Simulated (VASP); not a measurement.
ScAlH6, 8 atoms in the cell. The structure is trigonal, space group R-3 (No. 148). Conventional cell: a = 6.634 Å, b = 6.634 Å, c = 6.457 Å, α = 90.00°, β = 90.00°, γ = 120.00°. Within 3.3 Å of Sc (site symmetry -3) lie 12 H at 2.53 to 2.65 Å and 2 Al at 3.23 Å. Within 2.1 Å of Al (site symmetry -3) lie 6 H at 1.61 Å. H (site symmetry 1) has 1 Al at 1.61 Å within 2.1 Å. 

- Program: VASP 6.6.1
- Task: relaxation of cell and atoms
- Functional: PBEsol
- Potentials or basis: VASP PAW PBE potentials, release 64 (Sc_sv, Al, H)
- Cutoff: 600 eV
- k mesh: 6 × 6 × 6
- Occupations: fermi-dirac, width 0.03 eV
- Spin: no spin polarisation
- Dipole correction: no
- Further INCAR settings: ALGO = Normal; EDIFF = 1e-06; IBRION = 2; EDIFFG = -0.01; NSW = 100; ISIF = 3

Potentials or basis: VASP PAW PBE potentials, release 64 (Sc_sv, Al, H).

Run with:

```bash
$ cat potpaw_PBE.64/Sc_sv/POTCAR potpaw_PBE.64/Al/POTCAR potpaw_PBE.64/H/POTCAR > POTCAR
$ mpirun -np 1 vasp_std > vasp.out
```

Hardware: 1 thread of Oxide Virtual Turin-like Processor, on a shared host.

Question: How long does it take, and how much memory?

Answer: Wall time 16 min on 1 thread of Oxide Virtual Turin-like Processor, with other jobs on the host, peak memory 0.23 GiB. Counts: scf iterations 173, k points 40, ion steps 27.
